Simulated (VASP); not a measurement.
# Sb in VASP: a series of runs

Runs on Sb. Level: PBEsol. Tasks: single point.

All numbers are computed with VASP 6.6.1; they aren't measurements. Logs are shortened: lines on timing, memory, paths and dates and some standing lists are left out, and cuts for length are marked.

### 1 The cell of the first run

It takes space group Pm-3m (No. 221, cubic). Conventional cell: a = 3.160 Å, b = 3.160 Å, c = 3.160 Å, α = 90.00°, β = 90.00°, γ = 90.00°. Sb (site symmetry m-3m) has 6 Sb at 3.16 Å within 4.2 Å.

### 2 Single point, PBEsol

Input file INCAR:

```
SYSTEM = Sb
ALGO = Normal ; EDIFF = 1E-6
ENCUT = 520 ; GGA = PS
ISIF = 2 ; ISMEAR = 0
LASPH = .True. ; LCHARG = .False.
LREAL = .False. ; LWAVE = .False.
NBANDS = 8 ; NELM = 100
PREC = Accurate ; SIGMA = 0.1
```

Input file KPOINTS:

```
k-points
0
Gamma
  14 14 14
  0 0 0
```

Input file POSCAR:

```
Sb
1.0
    3.1600000000      0.0000000000      0.0000000000
    0.0000000000      3.1600000000      0.0000000000
    0.0000000000      0.0000000000      3.1600000000
Sb
1
Direct
    0.0000000000      0.0000000000      0.0000000000
```

Potentials or basis: VASP PAW PBE potentials, release 64 (Sb).

Run with:

```sh
cat potpaw_PBE.64/Sb/POTCAR > POTCAR
mpirun -np 1 vasp_std > vasp.out
```

OUTCAR:

```text
SYSTEM = Sb
   EDIFF = 1E-6
   ENCUT = 520
   GGA = PS
   ISIF = 2
   ISMEAR = 0
   LASPH = .True.
   LREAL = .False.
   NELM = 100
   PREC = Accurate

 ion  position               nearest neighbor table
   1  0.000  0.000  0.000-

  LATTYP: Found a simple cubic cell.
 ALAT       =     3.1600000000

  Lattice vectors:

 A1 = (   3.1600000000,   0.0000000000,   0.0000000000)
 A2 = (   0.0000000000,   3.1600000000,   0.0000000000)
 A3 = (   0.0000000000,   0.0000000000,   3.1600000000)

Analysis of symmetry for initial positions (statically):
=====================================================================
 Subroutine PRICEL returns:
 Original cell was already a primitive cell.

 Routine SETGRP: Setting up the symmetry group for a
 simple cubic supercell.

 Subroutine GETGRP returns: Found 48 space group operations
 (whereof 48 operations were pure point group operations)
 out of a pool of 48 trial point group operations.

The static configuration has the point symmetry O_h .

Analysis of symmetry for dynamics (positions and initial velocities):
=====================================================================
 Subroutine PRICEL returns:
 Original cell was already a primitive cell.

 Routine SETGRP: Setting up the symmetry group for a
 simple cubic supercell.

 Subroutine GETGRP returns: Found 48 space group operations
 (whereof 48 operations were pure point group operations)
 out of a pool of 48 trial point group operations.

The dynamic configuration has the point symmetry O_h .

 Subroutine INISYM returns: Found 48 space group operations
 (whereof 48 operations are pure point group operations),
 and found     1 'primitive' translations

----------------------------------------------------------------------------------------

                                     Primitive cell

  volume of cell :      31.5545

  direct lattice vectors                    reciprocal lattice vectors
     3.160000000  0.000000000  0.000000000     0.316455696  0.000000000  0.000000000
     0.000000000  3.160000000  0.000000000     0.000000000  0.316455696  0.000000000
     0.000000000  0.000000000  3.160000000     0.000000000  0.000000000  0.316455696

  length of vectors
     3.160000000  3.160000000  3.160000000     0.316455696  0.316455696  0.316455696

  position of ions in fractional coordinates (direct lattice)
     0.000000000  0.000000000  0.000000000

  ion indices of the primitive-cell ions
   primitive index   ion index
                 1           1

----------------------------------------------------------------------------------------

 KPOINTS: k-points

Automatic generation of k-mesh.
 Grid dimensions read from file:
 generate k-points for:   14   14   14

 Generating k-lattice:

  Cartesian coordinates                     Fractional coordinates (reciprocal lattice)
     0.022603978  0.000000000  0.000000000     0.071428571  0.000000000  0.000000000
     0.000000000  0.022603978  0.000000000     0.000000000  0.071428571  0.000000000
     0.000000000  0.000000000  0.022603978     0.000000000  0.000000000  0.071428571

  Length of vectors
     0.022603978  0.022603978  0.022603978

  Shift w.r.t. Gamma in fractional coordinates (k-lattice)
     0.000000000  0.000000000  0.000000000

 Subroutine IBZKPT returns following result:
 ===========================================

 Found    120 irreducible k-points:

 Following reciprocal coordinates:
            Coordinates               Weight
  0.000000  0.000000  0.000000      1.000000
  0.071429  0.000000  0.000000      6.000000
  0.142857  0.000000  0.000000      6.000000
  0.214286  0.000000  0.000000      6.000000
  0.285714  0.000000  0.000000      6.000000
  0.357143  0.000000  0.000000      6.000000
[... 16 lines left out ...]
  0.285714  0.214286  0.000000     24.000000
  0.357143  0.214286  0.000000     24.000000
 [... further k-points ...]
   k-points           NKPTS =    120   k-points in BZ     NKDIM =    120   number of bands    NBANDS=      8
   number of dos      NEDOS =    301   number of ions     NIONS =      1
   total plane-waves  NPLWV =  13824
   dimension x,y,z NGX =    24 NGY =   24 NGZ =   24
   dimension x,y,z NGXF=    48 NGYF=   48 NGZF=   48
   ions per type =               1
   NGX,Y,Z   is equivalent  to a cutoff of  12.63, 12.63, 12.63 a.u.
   NGXF,Y,Z  is equivalent  to a cutoff of  25.25, 25.25, 25.25 a.u.
 SYSTEM =  Sb
   PREC   = accura    normal or accurate (medium, high low for compatibility)
   ISTART =      0    job   : 0-new  1-cont  2-samecut
   ICHARG =      2    charge: 1-file 2-atom 10-const
   ISPIN  =      1    spin polarized calculation?
   LNONCOLLINEAR =      F non collinear calculations
   LSORBIT =      F    spin-orbit coupling
   LASPH  =      T    aspherical Exc in radial PAW
   ENCUT  =  520.0 eV  38.22 Ry    6.18 a.u.   5.88  5.88  5.88*2*pi/ulx,y,z
   NELM   =    100;   NELMIN=  2; NELMDL= -5     # of ELM steps
   EDIFF  = 0.1E-05   stopping-criterion for ELM
   LREAL  =      F    real-space projection
   EDIFFG = 0.1E-04   stopping-criterion for IOM
   NSW    =      0    number of steps for IOM
   IBRION =     -1    ionic relax: 0-MD 1-quasi-New 2-CG
   NFREE  =      0    steps in history (QN), initial steepest desc. (CG)
   ISIF   =      2    stress and relaxation
   ISYM   =      2    0-nonsym 1-usesym 2-fastsym
   POTIM  = 0.5000    time-step for ionic-motion
   TEBEG  =    0.0;   TEEND  =   0.0 temperature during run
   PSTRESS=    0.0 pullay stress
   NELECT =       5.0000    total number of electrons
   NUPDOWN=      -1.0000    fix difference up-down
   EMIN   =  10.00;   EMAX   =-10.00  energy-range for DOS
   EFERMI =   0.00;   METHOD = LEGACY
   ISMEAR =     0;   SIGMA  =   0.10  broadening in eV -4-tet -1-fermi 0-gaus
   EFERMI_NEDOS =   21; number of points for ismear=-14 and -15
   IALGO  =     38    algorithm
   IMIX   =      4    mixing-type and parameters
     AMIX     =   0.40;   BMIX     =  1.00
     AMIX_MAG =   1.60;   BMIX_MAG =  1.00
  volume/ion in A,a.u.               =      31.55       212.94
  Fermi-wavevector in a.u.,A,eV,Ry     =   0.885886  1.674081 10.677766  0.784794
  Thomas-Fermi vector in A             =   2.006979
   LORBIT       =      0    0 simple, 1 ext, 2 COOP (PROOUT), +10 PAW based schemes
   GGA     = PS    functional components
   LHFCALC =     F    Hartree Fock is set to
   AEXX    =    0.0000 exact exchange contribution
   IVDW    =     0    specifies the selected vdW correction
   LEPSILON=     F    determine dielectric tensor
   LRPA    =     F    only Hartree local field effects (RPA)
 non-spin polarized calculation
 Gauss-broadening in eV      SIGMA  =   0.10
  energy-cutoff  :      520.00
  volume of cell :       31.55
 maximum number of plane-waves:       876
 NGX is ok and might be reduce to    24

 number of electron       5.0000001 magnetization

 Free energy of the ion-electron system (eV)
  ---------------------------------------------------
  ext. energy  EPLUGINS =         0.00000000
  ---------------------------------------------------
  free energy    TOTEN  =        -4.49289086 eV

  energy without entropy =       -4.48939627  energy(sigma->0) =       -4.49114356

 E-fermi :   6.2292     XC(G=0):  -9.5176

 val. band max:        6.2017443119   @ k =   0.5000   0.4286   0.3571
 cond. band min:       6.2444383060   @ k =   0.4286   0.2857   0.2857
 fundamental gap:      0.0426939940
 Fermi energy:         6.2292332198

 k-point     1 :       0.0000    0.0000    0.0000
  band No.  band energies     occupation
      1      -5.6802      2.00000
      2       9.4196      0.00000
      3       9.4196      0.00000
      4       9.4196      0.00000
      5      13.1953      0.00000
      6      13.1953      0.00000
      7      14.0974      0.00000
      8      23.7092      0.00000

 k-point     2 :       0.0714    0.0000    0.0000
  band No.  band energies     occupation
      1      -5.6105      2.00000
      2       8.5366      0.00000
      3       9.4873      0.00000
      4       9.4873      0.00000
      5      13.2527      0.00000
      6      13.6641      0.00000
      7      14.6757      0.00000
      8      22.9926      0.00000

 k-point     3 :       0.1429    0.0000    0.0000
  band No.  band energies     occupation
      1      -5.4035      2.00000
      2       6.9119      0.00000
      3       9.6852      0.00000
      4       9.6852      0.00000
      5      13.4239      0.00000
      6      13.9888      0.00000
      7      16.4557      0.00000
      8      21.7903      0.00000

 k-point     4 :       0.2143    0.0000    0.0000
  band No.  band energies     occupation
      1      -5.0676      2.00000
      2       5.2421      2.00000
      3       9.9959      0.00000
      4       9.9959      0.00000
      5      13.7051      0.00000
      6      14.3306      0.00000
      7      18.5086      0.00000
      8      20.5668      0.00000

 k-point     5 :       0.2857    0.0000    0.0000
  band No.  band energies     occupation
      1      -4.6227      2.00000
      2       3.7038      2.00000
      3      10.3853      0.00000
      4      10.3853      0.00000
      5      14.0861      0.00000
      6      14.7858      0.00000
      7      19.4354      0.00000
      8      19.4354      0.00000
[... 177 lines left out ...]
 k-point    22 :       0.2143    0.2143    0.0000
  band No.  band energies     occupation
      1      -4.4537      2.00000
      2       5.6883      2.00000
      3       5.9845      1.99946
      4      10.5746      0.00000
      5      14.4669      0.00000
      6      15.8896      0.00000
      7      18.7609      0.00000
      8      19.6381      0.00000

 k-point    23 :       0.2857    0.2143    0.0000
  band No.  band energies     occupation
      1      -4.0072      2.00000
      2       4.2838      2.00000
      3       6.2669      0.59460
      4      10.9656      0.00000
      5      14.2570      0.00000
      6      15.2385      0.00000
      7      19.3979      0.00000
      8      19.8903      0.00000

 k-point    24 :       0.3571    0.2143    0.0000
  band No.  band energies     occupation
      1      -3.4976      2.00000
      2       2.9769      2.00000
      3       6.7196      0.00000
      4      11.3748      0.00000
      5      13.2822      0.00000
      6      15.6268      0.00000
      7      18.9573      0.00000
      8      19.1375      0.00000

 [... further k-points ...]

------------------------ aborting loop because EDIFF is reached ----------------------------------------

  FORCE on cell =-STRESS in cart. coord.  units (eV):
  Direction    XX          YY          ZZ          XY          YZ          ZX
  --------------------------------------------------------------------------------------
  -------------------------------------------------------------------------------------
  Total       -0.9227282     -0.9227282     -0.9227282     -0.0000000      0.0000000     -0.0000000
  in kB      -46.8514596    -46.8514596    -46.8514596     -0.0000000      0.0000000     -0.0000000
  external PRESSURE =     -46.8514596 kB  Pullay stress =       0.0000000 kB

 VOLUME and BASIS-vectors are now :
 -----------------------------------------------------------------------------
  energy-cutoff  :      520.00
  volume of cell :       31.55
      direct lattice vectors                 reciprocal lattice vectors
     3.160000000  0.000000000  0.000000000     0.316455696  0.000000000  0.000000000
     0.000000000  3.160000000  0.000000000     0.000000000  0.316455696  0.000000000
     0.000000000  0.000000000  3.160000000     0.000000000  0.000000000  0.316455696

 POSITION                                       TOTAL-FORCE (eV/Angst)
 -----------------------------------------------------------------------------------
      0.00000      0.00000      0.00000         0.000000      0.000000      0.000000
 -----------------------------------------------------------------------------------
    total drift:                               -0.000000      0.000000      0.000000

  FREE ENERGIE OF THE ION-ELECTRON SYSTEM (eV)
  ---------------------------------------------------
  free  energy   TOTEN  =        -4.4928908571 eV

  energy  without entropy=       -4.4893962656  energy(sigma->0) =       -4.49114356
```

It took 7.3 s on 1 thread of Intel Xeon Platinum 8559C (Emerald Rapids), shared host; peak memory 0.15 GiB.

Results:

| Property | Result |
| --- | --- |
| Free energy | -4.4929 eV |
| Pressure | -4.7 GPa |

Caveat: the PAW data sets were made with another functional, which shifts forces and pressure a little; spin-orbit coupling is left out, which moves the levels of the heavy elements.

### 3 Single point, PBEsol

Input file INCAR:

```
SYSTEM = Sb
PREC = Accurate
ENCUT = 520
EDIFF = 1E-7
ISMEAR = 0
SIGMA = 0.1
LREAL = .False.
LASPH = .True.
NELM = 60
ALGO = Normal
ISIF = 2
LWAVE = .False.
LCHARG = .False.
GGA = PS
NBANDS = 8
```

Input file KPOINTS:

```
Automatic mesh
0
Gamma
  14 14 14
  0 0 0
```

Input file POSCAR:

```
Sb
1.0
    3.1605772221      0.0000000000      0.0000000000
    0.0000000000      3.1605772221      0.0000000000
    0.0000000000      0.0000000000      3.1605772221
Sb
1
Direct
    0.0000000000      0.0000000000      0.0000000000
```

Potentials or basis: VASP PAW PBE potentials, release 64 (Sb).

Run with:

```sh
cat potpaw_PBE.64/Sb/POTCAR > POTCAR
mpirun -np 1 vasp_std > vasp.out
```

It took 7.3 s on 1 thread of Intel Xeon Platinum 8559C (Emerald Rapids), shared host; peak memory 0.15 GiB.

The run converged. Its results:

| Item | Value |
| --- | --- |
| Free energy | -4.4924 eV |
| Pressure | -4.7 GPa |

Levels at points of the mesh, in eV from the Fermi level:
```
           k point  band 1  band 2  band 3  band 4  band 5  band 6  band 7
(0.00, 0.00, 0.00)  -11.91    3.19    3.19    3.19    6.97    6.97    7.87
(0.50, 0.00, 0.00)   -9.68   -5.14    5.02    5.02    8.97   10.43   11.13
(0.50, 0.50, 0.00)   -7.35   -3.22   -3.22    2.39    6.85   12.51   13.14
(0.50, 0.50, 0.50)   -4.79   -1.43   -1.43   -1.43    4.96    4.96    4.96
```

Caveat: the PAW data sets were made with another functional, which shifts forces and pressure a little; spin-orbit coupling is left out, which moves the levels of the heavy elements.

### 4 Single point, PBEsol (uniaxial strain along c: +2.0 %, then relaxed in part)

Input file INCAR:

```
PREC = Accurate
ENCUT = 520
EDIFF = 1E-6
ISMEAR = 0
SIGMA = 0.1
LREAL = False
LASPH = True
NELM = 60
ALGO = Normal
ISIF = 2
LWAVE = False
LCHARG = False
GGA = PS
NBANDS = 8
```

Input file KPOINTS:

```
Automatic mesh
0
Gamma
  18 18 18
```

Input file POSCAR:

```
Sb
1.0
    3.0532676915      0.0000000000      0.0000000000
    0.0000000000      3.0532676915      0.0000000000
    0.0000000000      0.0000000000      3.1229786554
Sb
1
Direct
    0.0000000000      0.0000000000      0.0000000000
```

Run with:

```sh
cat potpaw_PBE.64/Sb/POTCAR > POTCAR
mpirun -np 1 vasp_std > vasp.out
```

Run time: 67 s. Hardware: 1 thread of AMD EPYC 7R43 (Zen 3), shared host; peak memory 0.2 GiB.

Results (log left out):

- Free energy: -4.5308 eV
- Pressure: -0.7 GPa

Stress tensor (GPa, compression positive):
```
 0.12  0.00  0.00
 0.00  0.12  0.00
 0.00  0.00 -2.41
```

Levels at points of the mesh, in eV from the Fermi level:
```csv
k point,band 1,band 2,band 3,band 4,band 5,band 6,band 7
"(0.00, 0.00, 0.00)",-12.59,2.90,3.54,3.54,6.76,7.13,8.36
"(0.50, 0.00, 0.00)",-9.98,-5.79,5.06,5.72,9.11,10.42,11.16
"(0.50, 0.50, 0.00)",-7.18,-3.61,-3.61,2.07,7.27,12.98,13.08
"(0.00, 0.00, 0.50)",-10.27,-5.72,5.48,5.48,9.13,10.81,11.64
"(0.50, 0.00, 0.50)",-7.51,-3.82,-3.51,2.02,7.70,13.16,13.31
"(0.50, 0.50, 0.50)",-4.40,-1.77,-1.77,-1.42,4.66,4.85,4.85
```

Caveat: the cell differs from its parent crystal (uniaxial strain along c: +2.0 %, then relaxed in part); the PAW data sets were made with another functional, which shifts forces and pressure a little; spin-orbit coupling is left out, which moves the levels of the heavy elements.

### 5 Single point, PBEsol (uniaxial strain along c: +3.0 %)

Input file INCAR:

```
SYSTEM = Sb
PREC = Accurate
ENCUT = 520
EDIFF = 1E-6
ISMEAR = 0
SIGMA = 0.1
LREAL = .False.
LASPH = .True.
NELM = 100
ALGO = Normal
ISIF = 2
LWAVE = .False.
LCHARG = .False.
GGA = PS
NBANDS = 8
```

Input file KPOINTS:

```
regular mesh
0
Gamma
  18 18 18
  0 0 0
```

Input file POSCAR:

```
Sb
1.0
    3.0387807015      0.0000000000      0.0000000000
    0.0000000000      3.0387807015      0.0000000000
    0.0000000000      0.0000000000      3.1535960932
Sb
1
Direct
    0.0000000000      0.0000000000      0.0000000000
```

Run with:

```sh
cat potpaw_PBE.64/Sb/POTCAR > POTCAR
mpirun -np 1 vasp_std > vasp.out
```

Run time: 64 s. Hardware: 1 thread of AMD EPYC 7R43 (Zen 3), shared host; peak memory 0.21 GiB.

It converged, with:

- Free energy: -4.5250 eV
- Pressure: -0.7 GPa

Stress tensor (GPa, compression positive):
```
 0.67  0.00  0.00
 0.00  0.67  0.00
 0.00  0.00 -3.40
```

Levels at points of the mesh, in eV from the Fermi level:
| k point | band 1 | band 2 | band 3 | band 4 | band 5 | band 6 | band 7 |
| --- | --- | --- | --- | --- | --- | --- | --- |
| (0.00, 0.00, 0.00) | -12.59 | 2.64 | 3.69 | 3.69 | 6.59 | 7.24 | 8.47 |
| (0.50, 0.00, 0.00) | -9.91 | -5.79 | 4.85 | 5.93 | 9.07 | 10.27 | 10.93 |
| (0.50, 0.50, 0.00) | -7.03 | -3.57 | -3.57 | 2.10 | 7.11 | 12.91 | 12.95 |
| (0.00, 0.00, 0.50) | -10.39 | -5.69 | 5.53 | 5.53 | 9.14 | 10.97 | 11.75 |
| (0.50, 0.00, 0.50) | -7.56 | -3.92 | -3.41 | 2.02 | 7.81 | 13.21 | 13.32 |
| (0.50, 0.50, 0.50) | -4.38 | -1.83 | -1.83 | -1.26 | 4.59 | 4.90 | 4.90 |

Caveat: the cell differs from its parent crystal (uniaxial strain along c: +3.0 %); the PAW data sets were made with another functional, which shifts forces and pressure a little; spin-orbit coupling is left out, which moves the levels of the heavy elements.

(Continued in part 2 of 2.)
